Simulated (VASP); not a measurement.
# Si29Sn3 (P1) in VASP: settings compared

Aim: see how the results for Si29Sn3 move with the level of theory and the settings. Levels: r2SCAN, PBEsol. Tasks: single point.

Program: VASP 6.6.1. These are calculated values, not measurements. Logs are shortened: lines on timing, memory, paths and dates and some standing lists are left out, and cuts for length are marked.

**1. The cell of the first run**

The typed cell holds 64 atoms: a = 11.080 Å, b = 11.080 Å, c = 11.080 Å, α = 90.00°, β = 90.00°, γ = 90.00°.

**2. Single point, r2SCAN**

POSCAR reads:

```
Si29Sn3
1.0
   11.0797080000      0.0000000000      0.0000000000
    0.0000000000     11.0797080000      0.0000000000
    0.0000000000      0.0000000000     11.0797080000
Si Sn
58 6
Direct
    0.9928400000      0.9919210000      0.9942330000
    0.0020920000      0.0062970000      0.4988090000
    0.9986580000      0.4964500000      0.0017220000
    0.0042410000      0.4961120000      0.4968520000
    0.5088590000      0.0066240000      0.9937420000
    0.4992560000      0.9990730000      0.4978780000
    0.4916470000      0.5123000000      0.0112050000
    0.4977450000      0.4993030000      0.4985340000
    0.1267600000      0.1268350000      0.6256610000
    0.1232260000      0.6223940000      0.1234380000
    0.1327050000      0.6178620000      0.6153700000
    0.6281020000      0.1260540000      0.1260970000
    0.6336940000      0.1152900000      0.6133140000
    0.6262470000      0.6258490000      0.1296910000
    0.6168250000      0.6188830000      0.6316410000
    0.2566370000      0.2587820000      0.9937550000
    0.2467210000      0.2516270000      0.4978490000
    0.2420230000      0.7426380000      0.9941050000
    0.2530500000      0.7489680000      0.4988880000
    0.7631110000      0.2414080000      0.0112680000
    0.7517550000      0.2498160000      0.4980390000
    0.7462320000      0.7484560000      0.0020000000
    0.3749620000      0.3779210000      0.1273970000
    0.3638390000      0.3826540000      0.6134880000
    0.3753900000      0.8747150000      0.6256130000
    0.8761970000      0.3749930000      0.1283940000
    0.8779270000      0.3748340000      0.6225520000
    0.8723980000      0.8715740000      0.1245240000
    0.8768470000      0.8930960000      0.6246570000
    0.2505470000      0.0002980000      0.2683930000
    0.2494620000      0.9990960000      0.7511970000
    0.2488710000      0.5000730000      0.2506050000
    0.2495890000      0.5005080000      0.7472410000
    0.7497760000      0.0008040000      0.2481410000
    0.7501870000      0.0030800000      0.7502280000
    0.7501330000      0.4973130000      0.2475310000
    0.7572950000      0.5046590000      0.7443020000
    0.3768430000      0.1290700000      0.3805660000
    0.3691470000      0.1189250000      0.8786280000
    0.3764900000      0.6240560000      0.3750460000
    0.3711000000      0.6256640000      0.8738380000
    0.8739400000      0.1267260000      0.3745760000
    0.8760140000      0.1236140000      0.8740170000
    0.8838420000      0.6163810000      0.3661900000
    0.8693020000      0.6196260000      0.8824780000
    0.9914420000      0.2601980000      0.2598550000
    0.0007720000      0.2501130000      0.7500160000
    0.0025580000      0.7495400000      0.2473780000
    0.5004590000      0.2504360000      0.2498680000
    0.5078540000      0.7415800000      0.2577050000
    0.4977160000      0.7500050000      0.7526360000
    0.1253060000      0.3749000000      0.3747310000
    0.1252260000      0.3772970000      0.8721810000
    0.1230100000      0.8726880000      0.3804280000
    0.1305070000      0.8794530000      0.8798320000
    0.6252060000      0.3748150000      0.3750520000
    0.6176180000      0.8826390000      0.3665790000
    0.6272720000      0.8750570000      0.8724660000
    0.1217190000      0.1284320000      0.1275020000
    0.7495850000      0.7515260000      0.4978140000
    0.3773180000      0.8717320000      0.1260880000
    0.0018500000      0.7494740000      0.7484860000
    0.4933730000      0.2435250000      0.7371220000
    0.6310450000      0.3794400000      0.8858430000
```

INCAR.step1 reads:

```
SYSTEM = Si29Sn3
ALGO = Normal
EDIFF = 1E-4
ENCUT = 520
GGA = PE
ISMEAR = -1
LASPH = .True.
LCHARG = .False.
LREAL = Auto
LWAVE = .True.
NBANDS = 196
NELM = 100
PREC = Accurate
SIGMA = 0.05
```

INCAR.step2 reads:

```
SYSTEM = Si29Sn3
ALGO = Normal
EDIFF = 1E-6
ENCUT = 520
ISIF = 2
ISMEAR = -1
ISTART = 1
LASPH = .True.
LCHARG = .True.
LELF = .True.
LMIXTAU = .True.
LREAL = Auto
LVHAR = .True.
LWAVE = .False.
METAGGA = R2SCAN
NBANDS = 196
NELM = 100
PREC = Accurate
SIGMA = 0.05
```

KPOINTS reads:

```
k-points
0
Gamma
  1 1 1
  0 0 0
```

Potentials or basis: VASP PAW PBE potentials, release 64 (Si, Sn_d).

Command:

```
$ cat potpaw_PBE.64/Si/POTCAR potpaw_PBE.64/Sn_d/POTCAR > POTCAR
$ cp INCAR.step1 INCAR
$ mpirun -np 1 vasp_gam > vasp.out
$ cp INCAR.step2 INCAR
$ mpirun -np 1 vasp_gam > vasp.out
```

OUTCAR:

```text
SYSTEM = Si29Sn3
   EDIFF = 1E-6
   ENCUT = 520
   ISIF = 2
   ISMEAR = -1
   ISTART = 1
   LASPH = .True.
   LREAL = Auto
   METAGGA = R2SCAN
   NELM = 100
   PREC = Accurate

 ion  position               nearest neighbor table
   1  0.993  0.992  0.994-  55 2.34  43 2.36  28 2.38  59 2.55
   2  0.002  0.006  0.499-  29 2.33   9 2.38  42 2.39  54 2.39
   3  0.999  0.496  0.002-  26 2.37  45 2.38  10 2.38  53 2.40
   4  0.004  0.496  0.497-  52 2.33  11 2.36  44 2.38  27 2.39
   5  0.509  0.007  0.994-  39 2.36  12 2.38  58 2.38  61 2.55
   6  0.499  0.999  0.498-  57 2.35  13 2.35  38 2.37  25 2.41
[... 56 lines left out ...]
  63  0.493  0.244  0.737-  39 2.50  24 2.51  13 2.51  64 2.70
  64  0.631  0.379  0.886-  37 2.52  20 2.53   7 2.55  63 2.70

  LATTYP: Found a simple cubic cell.
 ALAT       =    11.0797080000

  Lattice vectors:

 A1 = (  11.0797080000,   0.0000000000,   0.0000000000)
 A2 = (   0.0000000000,  11.0797080000,   0.0000000000)
 A3 = (   0.0000000000,   0.0000000000,  11.0797080000)

Analysis of symmetry for initial positions (statically):
=====================================================================
 Subroutine PRICEL returns:
 Original cell was already a primitive cell.

 Routine SETGRP: Setting up the symmetry group for a
 simple cubic supercell.

 Subroutine GETGRP returns: Found  1 space group operations
 (whereof  1 operations were pure point group operations)
 out of a pool of 48 trial point group operations.

The static configuration has the point symmetry C_1 .

Analysis of symmetry for dynamics (positions and initial velocities):
=====================================================================
 Subroutine PRICEL returns:
 Original cell was already a primitive cell.

 Routine SETGRP: Setting up the symmetry group for a
 simple cubic supercell.

 Subroutine GETGRP returns: Found  1 space group operations
 (whereof  1 operations were pure point group operations)
 out of a pool of 48 trial point group operations.

The dynamic configuration has the point symmetry C_1 .

 Subroutine INISYM returns: Found  1 space group operations
 (whereof  1 operations are pure point group operations),
 and found     1 'primitive' translations

----------------------------------------------------------------------------------------

                                     Primitive cell

  volume of cell :    1360.1442

  direct lattice vectors                    reciprocal lattice vectors
    11.079708000  0.000000000  0.000000000     0.090255086  0.000000000  0.000000000
     0.000000000 11.079708000  0.000000000     0.000000000  0.090255086  0.000000000
     0.000000000  0.000000000 11.079708000     0.000000000  0.000000000  0.090255086

  length of vectors
    11.079708000 11.079708000 11.079708000     0.090255086  0.090255086  0.090255086

  position of ions in fractional coordinates (direct lattice)
     0.992840000  0.991921000  0.994233000
     0.002092000  0.006297000  0.498809000
     0.998658000  0.496450000  0.001722000
     0.004241000  0.496112000  0.496852000
     0.508859000  0.006624000  0.993742000
     0.499256000  0.999073000  0.497878000
[... 56 lines left out ...]
     0.493373000  0.243525000  0.737122000
     0.631045000  0.379440000  0.885843000

  ion indices of the primitive-cell ions
   primitive index   ion index
                 1           1
                 2           2
                 3           3
                 4           4
                 5           5
                 6           6
[... 56 lines left out ...]
                63          63
                64          64

----------------------------------------------------------------------------------------

 KPOINTS: k-points

Automatic generation of k-mesh.
 Grid dimensions read from file:
 generate k-points for:    1    1    1

 Generating k-lattice:

  Cartesian coordinates                     Fractional coordinates (reciprocal lattice)
     0.090255086  0.000000000  0.000000000     1.000000000  0.000000000  0.000000000
     0.000000000  0.090255086  0.000000000     0.000000000  1.000000000  0.000000000
     0.000000000  0.000000000  0.090255086     0.000000000  0.000000000  1.000000000

  Length of vectors
     0.090255086  0.090255086  0.090255086

  Shift w.r.t. Gamma in fractional coordinates (k-lattice)
     0.000000000  0.000000000  0.000000000

 Subroutine IBZKPT returns following result:
 ===========================================

 Found      1 irreducible k-points:

 Following reciprocal coordinates:
            Coordinates               Weight
  0.000000  0.000000  0.000000      1.000000
   k-points           NKPTS =      1   k-points in BZ     NKDIM =      1   number of bands    NBANDS=    196
   number of dos      NEDOS =    301   number of ions     NIONS =     64
   total plane-waves  NPLWV = 592704
   dimension x,y,z NGX =    84 NGY =   84 NGZ =   84
   dimension x,y,z NGXF=   168 NGYF=  168 NGZF=  168
   ions per type =              58   6
   NGX,Y,Z   is equivalent  to a cutoff of  12.60, 12.60, 12.60 a.u.
   NGXF,Y,Z  is equivalent  to a cutoff of  25.21, 25.21, 25.21 a.u.
 SYSTEM =  Si29Sn3
   PREC   = accura    normal or accurate (medium, high low for compatibility)
   ISTART =      1    job   : 0-new  1-cont  2-samecut
   ICHARG =      0    charge: 1-file 2-atom 10-const
   ISPIN  =      1    spin polarized calculation?
   LNONCOLLINEAR =      F non collinear calculations
   LSORBIT =      F    spin-orbit coupling
   LASPH  =      T    aspherical Exc in radial PAW
   ENCUT  =  520.0 eV  38.22 Ry    6.18 a.u.  20.60 20.60 20.60*2*pi/ulx,y,z
   NELM   =    100;   NELMIN=  2; NELMDL=  0     # of ELM steps
   EDIFF  = 0.1E-05   stopping-criterion for ELM
   LREAL  =      T    real-space projection
   EDIFFG = 0.1E-04   stopping-criterion for IOM
   NSW    =      0    number of steps for IOM
[... 5 lines left out ...]
   TEBEG  =    0.0;   TEEND  =   0.0 temperature during run
   PSTRESS=    0.0 pullay stress
   NELECT =     316.0000    total number of electrons
   NUPDOWN=      -1.0000    fix difference up-down
   EMIN   =  10.00;   EMAX   =-10.00  energy-range for DOS
   EFERMI =   0.00;   METHOD = LEGACY
   ISMEAR =    -1;   SIGMA  =   0.05  broadening in eV -4-tet -1-fermi 0-gaus
   EFERMI_NEDOS =   21; number of points for ismear=-14 and -15
   IALGO  =     38    algorithm
   IMIX   =      4    mixing-type and parameters
     AMIX     =   0.40;   BMIX     =  1.00
     AMIX_MAG =   1.60;   BMIX_MAG =  1.00
  volume/ion in A,a.u.               =      21.25       143.42
  Fermi-wavevector in a.u.,A,eV,Ry     =   1.006411  1.901842 13.780850  1.012864
  Thomas-Fermi vector in A             =   2.139152
   LORBIT       =      0    0 simple, 1 ext, 2 COOP (PROOUT), +10 PAW based schemes
   METAGGA = R2SCAN    functional components
   LHFCALC =     F    Hartree Fock is set to
   AEXX    =    0.0000 exact exchange contribution
   IVDW    =     0    specifies the selected vdW correction
   LEPSILON=     F    determine dielectric tensor
   LRPA    =     F    only Hartree local field effects (RPA)
 non-spin polarized calculation
  energy-cutoff  :      520.00
  volume of cell :     1360.14
 maximum number of plane-waves:     18225
 NGX is ok and might be reduce to    84
   NGX = 41   NGY = 41   NGZ = 41

 number of electron     316.0000006 magnetization

 Free energy of the ion-electron system (eV)
  ---------------------------------------------------
  ext. energy  EPLUGINS =         0.00000000
  ---------------------------------------------------
  free energy    TOTEN  =      -647.13365881 eV

  energy without entropy =     -647.12795380  energy(sigma->0) =     -647.13080631

 E-fermi :   6.2645     XC(G=0):  -9.8355

 val. band max:        5.9616261911   @ k =   0.0000   0.0000   0.0000
 cond. band min:       6.5715174954   @ k =   0.0000   0.0000   0.0000
 fundamental gap:      0.6098913043
 Fermi energy:         6.2644864798

 k-point     1 :       0.0000    0.0000    0.0000
  band No.  band energies     occupation
      1     -15.9120      2.00000
      2     -15.7628      2.00000
      3     -15.7616      2.00000
      4     -15.7573      2.00000
      5     -15.7536      2.00000
      6     -15.7510      2.00000
[... 162 lines left out ...]
    169       7.0766      0.00000
    170       7.0932      0.00000
 [bands above 170 left out]

------------------------ aborting loop because EDIFF is reached ----------------------------------------

  FORCE on cell =-STRESS in cart. coord.  units (eV):
  Direction    XX          YY          ZZ          XY          YZ          ZX
  --------------------------------------------------------------------------------------
  -------------------------------------------------------------------------------------
  Total        6.4896677      6.6830282      6.8784935     -0.2450742     -0.2960724     -0.6153717
  in kB        7.6444826      7.8722510      8.1024987     -0.2886843     -0.3487575     -0.7248751
  external PRESSURE =       7.8730774 kB  Pullay stress =       0.0000000 kB

 VOLUME and BASIS-vectors are now :
 -----------------------------------------------------------------------------
  energy-cutoff  :      520.00
  volume of cell :     1360.14
      direct lattice vectors                 reciprocal lattice vectors
    11.079708000  0.000000000  0.000000000     0.090255086  0.000000000  0.000000000
     0.000000000 11.079708000  0.000000000     0.000000000  0.090255086  0.000000000
     0.000000000  0.000000000 11.079708000     0.000000000  0.000000000  0.090255086

 POSITION                                       TOTAL-FORCE (eV/Angst)
 -----------------------------------------------------------------------------------
     11.00038     10.99020     11.01581         0.034574      0.005599     -0.014560
      0.02318      0.06977      5.52666        -0.049331     -0.023132      0.025460
     11.06484      5.50052      0.01908        -0.034021      0.018106      0.006382
      0.04699      5.49678      5.50498         0.019418      0.037032     -0.030689
      5.63801      0.07339     11.01037        -0.030237      0.018069     -0.003398
      5.53161     11.06944      5.51634         0.037341      0.016589     -0.032868
[... 56 lines left out ...]
      5.46643      2.69819      8.16710         0.006017      0.017704      0.006072
      6.99179      4.20408      9.81488        -0.001186     -0.002955     -0.002760
 -----------------------------------------------------------------------------------
    total drift:                                0.004490     -0.009980      0.019753

  FREE ENERGIE OF THE ION-ELECTRON SYSTEM (eV)
  ---------------------------------------------------
  free  energy   TOTEN  =      -647.1336588138 eV

  energy  without entropy=     -647.1279538001  energy(sigma->0) =     -647.13080631
```

Wall time 31 min (1 thread of Oxide Virtual Turin-like, shared host); peak memory 1.2 GiB.

Results:

```yaml
Free_energy: -647.1337 eV
Pressure: 0.8 GPa
Largest_force: 0.087 eV/Å
Band_gap_on_the_k_mesh: 0.61 eV
```

Forces in eV/Å, atoms in the order of the input:
```
Si   0.035  0.006 -0.015
Si  -0.049 -0.023  0.025
Si  -0.034  0.018  0.006
Si   0.019  0.037 -0.031
Si  -0.030  0.018 -0.003
Si   0.037  0.017 -0.033
Si   0.027 -0.027 -0.012
Si  -0.036  0.003  0.024
Si   0.008 -0.012 -0.025
Si   0.024 -0.002 -0.024
Si  -0.005 -0.014  0.003
Si   0.032 -0.026 -0.044
Si  -0.025  0.008  0.023
Si  -0.045 -0.006  0.017
Si   0.029 -0.026 -0.004
Si   0.013 -0.027  0.001
Si   0.023  0.035 -0.008
Si   0.004  0.021 -0.014
Si  -0.015 -0.035  0.001
Si  -0.015  0.037 -0.013
Si  -0.009 -0.035  0.003
Si   0.027 -0.037  0.007
Si  -0.011  0.032 -0.035
Si   0.021 -0.019  0.016
Si  -0.006  0.015 -0.012
Si   0.002 -0.024  0.010
Si  -0.023  0.040  0.004
Si   0.007  0.035 -0.023
Si  -0.004  0.007 -0.010
Si   0.002  0.014 -0.007
Si  -0.004 -0.003  0.056
Si   0.001 -0.015  0.013
Si   0.005  0.003 -0.047
Si  -0.028 -0.005  0.025
Si   0.037  0.001 -0.060
Si   0.039  0.027 -0.003
Si  -0.022  0.005  0.049
Si  -0.060 -0.063  0.003
Si   0.028  0.013 -0.012
Si   0.033  0.012 -0.006
Si  -0.019 -0.011  0.038
Si   0.026  0.029  0.000
Si  -0.020 -0.025  0.042
Si  -0.009 -0.008  0.025
Si   0.001 -0.013 -0.028
Si   0.010 -0.009 -0.031
Si  -0.002 -0.001  0.009
Si  -0.016 -0.029  0.013
Si  -0.011 -0.002 -0.002
Si  -0.003  0.007 -0.015
Si   0.003 -0.029 -0.006
Si  -0.032 -0.013  0.010
Si   0.026  0.005  0.008
Si   0.038  0.053 -0.007
Si  -0.015 -0.011  0.030
Si   0.010  0.015  0.015
Si  -0.008 -0.031  0.022
Si  -0.004  0.035  0.005
Sn   0.007 -0.029  0.024
Sn   0.023  0.020 -0.006
Sn  -0.019  0.025  0.012
Sn  -0.023  0.005 -0.007
Sn   0.006  0.018  0.006
Sn  -0.001 -0.003 -0.003
```

Caveat: the k points lie up to 0.57 Å⁻¹ apart; the PAW data sets were made with another functional, which shifts forces and pressure a little; spin-orbit coupling is left out, which moves the levels of the heavy elements. A k mesh can miss the band edges.

**3. Single point, PBEsol**

INCAR reads:

```
SYSTEM = Si29Sn3
PREC = Accurate
ENCUT = 520
EDIFF = 1E-6
ISMEAR = -1
SIGMA = 0.05
LREAL = Auto
LASPH = .True.
NELM = 80
ALGO = Normal
ISIF = 2
LWAVE = .False.
LCHARG = .False.
GGA = PS
NBANDS = 196
```

KPOINTS reads:

```
Automatic mesh
0
Gamma
  1 1 1
  0.5 0.5 0.5
```

POSCAR: that of step 2 with these lines changed.

```diff
@@ -2,5 +2,5 @@
 1.0
-   11.0797080000      0.0000000000      0.0000000000
-    0.0000000000     11.0797080000      0.0000000000
-    0.0000000000      0.0000000000     11.0797080000
+   11.0797076997      0.0000000000      0.0000000000
+    0.0000000000     11.0797076997      0.0000000000
+    0.0000000000      0.0000000000     11.0797076997
 Si Sn
```

Potentials or basis: VASP PAW PBE potentials, release 64 (Si, Sn_d).

Command:

```
$ cat potpaw_PBE.64/Si/POTCAR potpaw_PBE.64/Sn_d/POTCAR > POTCAR
$ mpirun -np 1 vasp_std > vasp.out
```

It took 12 min on 1 thread of Oxide Virtual Turin-like, shared host; peak memory 1.1 GiB.

Results (log left out):

- Free energy: -349.8454 eV
- Pressure: 0.1 GPa
- Largest force: 0.017 eV/Å
- Band gap on the k mesh: 1.33 eV

Forces on the atoms (eV/Å):
```
Si   0.008  0.007  0.006
Si   0.003  0.001 -0.005
Si  -0.001  0.002  0.000
Si  -0.002  0.000  0.002
Si  -0.006 -0.005  0.006
Si  -0.003 -0.002  0.000
Si   0.004 -0.005 -0.008
Si   0.001 -0.001  0.000
Si  -0.001 -0.002 -0.001
Si   0.003 -0.002  0.002
Si  -0.008  0.006  0.009
Si  -0.002  0.001 -0.001
Si  -0.004  0.006  0.008
Si  -0.001  0.000 -0.002
Si   0.005  0.003 -0.004
Si  -0.006 -0.006  0.006
Si  -0.001 -0.002 -0.002
Si   0.008  0.008  0.006
Si  -0.001  0.002 -0.001
Si  -0.007  0.004 -0.008
Si   0.000  0.002  0.001
Si   0.002 -0.002  0.000
Si   0.000 -0.003 -0.001
Si   0.008 -0.007  0.008
Si  -0.001  0.002 -0.002
Si  -0.001  0.001 -0.001
Si  -0.003  0.000  0.001
Si   0.000  0.003  0.001
Si  -0.002 -0.017  0.000
Si   0.001  0.000 -0.011
Si  -0.003 -0.001 -0.002
Si  -0.002  0.001  0.002
Si   0.000  0.001  0.002
Si   0.002 -0.001  0.000
Si  -0.003  0.000  0.003
Si  -0.001  0.002  0.001
Si  -0.007 -0.006  0.004
Si   0.004  0.003 -0.001
Si   0.009  0.006 -0.007
Si  -0.002  0.001 -0.003
Si   0.001 -0.003  0.001
Si   0.001 -0.004 -0.002
Si  -0.002  0.003  0.001
Si  -0.005  0.005  0.006
Si   0.007  0.008 -0.004
Si   0.006 -0.007 -0.006
Si  -0.002 -0.001  0.001
Si   0.000  0.001  0.002
Si   0.000  0.000 -0.001
Si  -0.008  0.006 -0.008
Si   0.002  0.001  0.000
Si   0.004  0.000 -0.003
Si   0.000  0.000  0.002
Si  -0.003  0.000 -0.002
Si  -0.007 -0.007 -0.007
Si   0.002  0.000  0.001
Si   0.007 -0.005  0.005
Si  -0.001  0.000  0.000
Sn   0.000  0.000 -0.002
Sn  -0.003  0.004 -0.002
Sn  -0.001  0.003 -0.005
Sn   0.002 -0.002  0.004
Sn   0.008  0.006  0.005
Sn   0.000 -0.006  0.005
```

Stress tensor (GPa, compression positive):
```
 0.05 -0.01 -0.06
-0.01  0.08 -0.04
-0.06 -0.04  0.08
```

Levels at points of the mesh, in eV from the valence-band top:
```
           k point  band 154  band 155  band 156  band 157  band 158  band 159  band 160  band 161  band 162  band 163
(0.50, 0.50, 0.50)     -0.32     -0.30     -0.23     -0.06      0.00      1.33      1.37      1.40      1.40      1.41
```

Caveat: the k points lie up to 0.57 Å⁻¹ apart; the PAW data sets were made with another functional, which shifts forces and pressure a little; spin-orbit coupling is left out, which moves the levels of the heavy elements; a shifted mesh leaves out Γ, where band edges can lie. A k mesh can miss the band edges.
